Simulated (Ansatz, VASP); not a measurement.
# ZnAu in VASP and in Ansatz

INCAR

```
SYSTEM = ZnAu
  PREC = Accurate
  ENCUT = 500
  EDIFF = 1E-6
  ISMEAR = 0
  SIGMA = 0.05
  LREAL = .FALSE.
  LASPH = .TRUE.
  NELM = 120
  ALGO = Normal
  ISIF = 2
  LWAVE = .FALSE.
  LCHARG = .FALSE.
  GGA = PE
  NBANDS = 18
  GGA_COMPAT = .FALSE.
```

Contents of KPOINTS:

```
Automatic mesh
0
G
  8 8 8
  0 0 0
```

The input POSCAR:

```
ZnAu
1.0
    3.1849119973      0.0000000000      0.0000000000
    0.0000000000      3.1849119973      0.0000000000
    0.0000000000      0.0000000000      3.1849119973
Zn Au
1 1
Direct
    0.5000000000      0.5000000000      0.5000000000
    0.0000000000      0.0000000000      0.0000000000
```

Input for Ansatz:

```yaml
crystal:
  lattice:
    - [3.1849119973, 0.0, 0.0]
    - [0.0, 3.1849119973, 0.0]
    - [0.0, 0.0, 3.1849119973]
  atoms:
    - { symbol: Zn, position: [0.5, 0.5, 0.5] }
    - { symbol: Au, position: [0.0, 0.0, 0.0] }
basis:
  ecutwfc: 420
  ecutrho_ratio: 4
kpoints:
  mp_grid: { grid: [8, 8, 8] }
hamiltonian:
  xc: pbe
scf:
  occupations: { method: gaussian, width: 0.05 }
output:
  forces: true
  stress: true
  eigenvalues: true
```

Alike in both runs: task single point; functional PBE; k mesh 8 × 8 × 8; occupations gaussian, width 0.05 eV; no spin polarisation.

|  | VASP | Ansatz |
| --- | --- | --- |
| version | VASP 6.6.1 | Ansatz 0.2.0 |
| potentials or method | VASP PAW PBE potentials, release 64 (Zn, Au), cutoff 500 eV | scalar-relativistic, plane waves, PAW |
| valence electrons in the cell | 23 | 31 |

VASP gave:

- gap on the k mesh at the Fermi level (eV): none
- pressure (GPa): 0.5

Which values does Ansatz return?

gap on the k mesh at the Fermi level (eV): none; pressure (GPa): 0.4.

A gap of «none» marks a metal or a gap that the smearing closes. VASP's potentials hold 23 valence electrons a cell and Ansatz's 31, so a difference there can come from the potentials and not from the codes.

Neither program's run includes spin-orbit coupling.
